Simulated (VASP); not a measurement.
# Ga (Pm-3m) in VASP: a series of runs, part 2 of 2

VASP 6.6.1.

### Step 3. Single point, PBE0

This run uses another cell than the first one, of 19.64 Å³/atom, 1.021 times its volume.

Input file POSCAR:

```
Ga
1.0
    2.6982480413      0.0000000000      0.0000000000
    0.0000000000      2.6982480413      0.0000000000
    0.0000000000      0.0000000000      2.6982480413
Ga
1
Direct
    0.0000000000      0.0000000000      0.0000000000
```

Input file INCAR.step1:

```
SYSTEM = Ga
ALGO = Normal
EDIFF = 1E-5
ENCUT = 520
GGA = PE
ISIF = 2
ISMEAR = -1
LASPH = .True.
LREAL = .False.
LWAVE = .True.
NBANDS = 12
NELM = 100
PREC = Accurate
SIGMA = 0.05
```

Input file INCAR.step2:

```
SYSTEM = Ga
AEXX = 0.25
ALGO = Normal
EDIFF = 1E-6
ENCUT = 520
GGA = PE
ISIF = 2
ISMEAR = -1
ISTART = 1
LASPH = .True.
LCHARG = .True.
LELF = .True.
LHFCALC = .True.
LREAL = .False.
LVHAR = .True.
LWAVE = .False.
NBANDS = 12
NELM = 100
PREC = Accurate
PRECFOCK = Normal
SIGMA = 0.05
```

Input file KPOINTS:

```
k-points
0
Gamma
  5 5 5
  0 0 0
```

Potentials or basis: VASP PAW PBE potentials, release 64 (Ga_d).

Command:

```
$ cat potpaw_PBE.64/Ga_d/POTCAR > POTCAR
$ cp INCAR.step1 INCAR
$ mpirun -np 1 vasp_std > vasp.out
$ cp INCAR.step2 INCAR
$ mpirun -np 1 vasp_std > vasp.out
```

OUTCAR:

```text
SYSTEM = Ga
   AEXX = 0.25
   EDIFF = 1E-6
   ENCUT = 520
   GGA = PE
   ISIF = 2
   ISMEAR = -1
   ISTART = 1
   LASPH = .True.
   LHFCALC = .True.
   LREAL = .False.
   NELM = 100
   PREC = Accurate
   PRECFOCK = Normal

 ion  position               nearest neighbor table
   1  0.000  0.000  0.000-

  LATTYP: Found a simple cubic cell.
 ALAT       =     2.6982480413

  Lattice vectors:

 A1 = (   2.6982480413,   0.0000000000,   0.0000000000)
 A2 = (   0.0000000000,   2.6982480413,   0.0000000000)
[... 321 lines left out ...]
     12      15.4541      0.00000

------------------------ aborting loop because EDIFF is reached ----------------------------------------

  FORCE on cell =-STRESS in cart. coord.  units (eV):
  Direction    XX          YY          ZZ          XY          YZ          ZX
  --------------------------------------------------------------------------------------
  -------------------------------------------------------------------------------------
  Total       -0.0755795     -0.0755795     -0.0755795      0.0000000      0.0000000     -0.0000000
  in kB       -6.1640862     -6.1640862     -6.1640862      0.0000000      0.0000000     -0.0000000
  external PRESSURE =      -6.1640862 kB  Pullay stress =       0.0000000 kB

 VOLUME and BASIS-vectors are now :
 -----------------------------------------------------------------------------
  energy-cutoff  :      520.00
  volume of cell :       19.64
      direct lattice vectors                 reciprocal lattice vectors
     2.698248041  0.000000000  0.000000000     0.370610850  0.000000000  0.000000000
     0.000000000  2.698248041  0.000000000     0.000000000  0.370610850  0.000000000
     0.000000000  0.000000000  2.698248041     0.000000000  0.000000000  0.370610850

 POSITION                                       TOTAL-FORCE (eV/Angst)
 -----------------------------------------------------------------------------------
      0.00000      0.00000      0.00000         0.000000      0.000000      0.000000
 -----------------------------------------------------------------------------------
    total drift:                                0.000000      0.000000     -0.000000

  FREE ENERGIE OF THE ION-ELECTRON SYSTEM (eV)
  ---------------------------------------------------
  free  energy   TOTEN  =        -3.5478643439 eV

  energy  without entropy=       -3.5420694262  energy(sigma->0) =       -3.54496689
```

OUTCAR.step1:

```text
SYSTEM = Ga
   EDIFF = 1E-5
   ENCUT = 520
   GGA = PE
   ISIF = 2
   ISMEAR = -1
   LASPH = .True.
[... 349 lines left out ...]
 -----------------------------------------------------------------------------------
      0.00000      0.00000      0.00000         0.000000      0.000000      0.000000
 -----------------------------------------------------------------------------------
    total drift:                               -0.000000     -0.000000     -0.000000

  FREE ENERGIE OF THE ION-ELECTRON SYSTEM (eV)
  ---------------------------------------------------
  free  energy   TOTEN  =        -2.8565105940 eV

  energy  without entropy=       -2.8507155999  energy(sigma->0) =       -2.85361310
```

OSZICAR.step1:

```text
N       E                     dE             d eps       ncg     rms          rms(c)
DAV:   1     0.435072310179E+02    0.43507E+02   -0.69082E+03   256   0.196E+03
DAV:   2    -0.426187803490E+00   -0.43933E+02   -0.42568E+02   260   0.251E+02
DAV:   3    -0.285873830005E+01   -0.24326E+01   -0.24281E+01   272   0.475E+01
DAV:   4    -0.287950394653E+01   -0.20766E-01   -0.20763E-01   272   0.474E+00
DAV:   5    -0.287972733422E+01   -0.22339E-03   -0.22338E-03   296   0.473E-01    0.923E-01
DAV:   6    -0.285956240882E+01    0.20165E-01   -0.41513E-02   292   0.398E+00    0.458E-01
DAV:   7    -0.285677119843E+01    0.27912E-02   -0.72694E-03   308   0.136E+00    0.134E-01
DAV:   8    -0.285650288150E+01    0.26832E-03   -0.75732E-04   308   0.442E-01    0.143E-02
DAV:   9    -0.285651059402E+01   -0.77125E-05   -0.11418E-05   204   0.357E-02
   1 F= -.28565106E+01 E0= -.28536131E+01  d E =-.579499E-02
```

It took 5.1 min on 1 thread of AMD EPYC 7R43 (Zen 3), shared host; peak memory 0.09 GiB.

Results:

- Free energy: -3.5479 eV
- Pressure: -0.6 GPa

Caveat: the k points lie up to 0.47 Å⁻¹ apart; the PAW data sets were made with another functional, which shifts forces and pressure a little.

### Step 4. Single point, PBE0

This run uses another cell than the first one, of 20.05 Å³/atom, 1.042 times its volume.

Input file POSCAR:

```
Ga
1.0
    2.7164800000      0.0000000000      0.0000000000
    0.0000000000      2.7164800000      0.0000000000
    0.0000000000      0.0000000000      2.7164800000
Ga
1
Direct
    0.0000000000      0.0000000000      0.0000000000
```

Input file INCAR.step1:

```
  ALGO = Normal
  EDIFF = 1E-5
  ENCUT = 520
  GGA = PE
  ISIF = 2
  ISMEAR = -1
  LASPH = T
  LCHARG = F
  LREAL = F
  LWAVE = T
  NBANDS = 12
  NELM = 100
  PREC = Accurate
  SIGMA = 0.05
```

Input file INCAR.step2:

```
  AEXX = 0.25
  ALGO = Normal
  EDIFF = 1E-7
  ENCUT = 520
  GGA = PE
  ISIF = 2
  ISMEAR = -1
  ISTART = 1
  LASPH = T
  LCHARG = F
  LHFCALC = T
  LREAL = F
  LWAVE = F
  NBANDS = 12
  NELM = 100
  PREC = Accurate
  PRECFOCK = Normal
  SIGMA = 0.05
```

Input file KPOINTS:

```
k-points
0
Gamma
  5 5 5
```

Command:

```
$ cat potpaw_PBE.64/Ga_d/POTCAR > POTCAR
$ cp INCAR.step1 INCAR
$ mpirun -np 1 vasp_std > vasp.out
$ cp INCAR.step2 INCAR
$ mpirun -np 1 vasp_std > vasp.out
```

Run time: 6.3 min. Hardware: 1 thread of AMD EPYC 7R43 (Zen 3), shared host; peak memory 0.1 GiB.

It converged, with:

| Item | Value |
| --- | --- |
| Free energy | -3.5448 eV |
| Pressure | -1.7 GPa |

Levels at points of the mesh, in eV from the Fermi level:
```
           k point  band 2  band 3  band 4  band 5  band 6  band 7  band 8  band 9  band 10  band 11
(0.00, 0.00, 0.00)  -18.13  -17.62  -17.62  -17.62  -12.10   10.54   10.54   10.54    13.28    13.28
```

Caveat: the k points lie up to 0.46 Å⁻¹ apart; the PAW data sets were made with another functional, which shifts forces and pressure a little.

### Step 5. Overview

```tsv
cell	gap on the mesh (eV)	pressure (GPa)
a = 2.680 Å, 1 atom	none	0.5
a = 2.698 Å, 1 atom	none	-0.6
a = 2.716 Å, 1 atom	none	-1.7
```

Alike in all rows: task single point; level PBE0; potentials or basis VASP PAW PBE potentials, release 64 (Ga_d); no spin polarisation; k mesh 5 × 5 × 5; cutoff (eV) 520; smearing fermi-dirac 0.05 eV.

Caveats: all runs use coarse meshes; the PAW data sets were made with another functional, which shifts forces and pressure a little.

Total energies depend on the potentials used, so only differences within one code and one set of settings carry meaning.
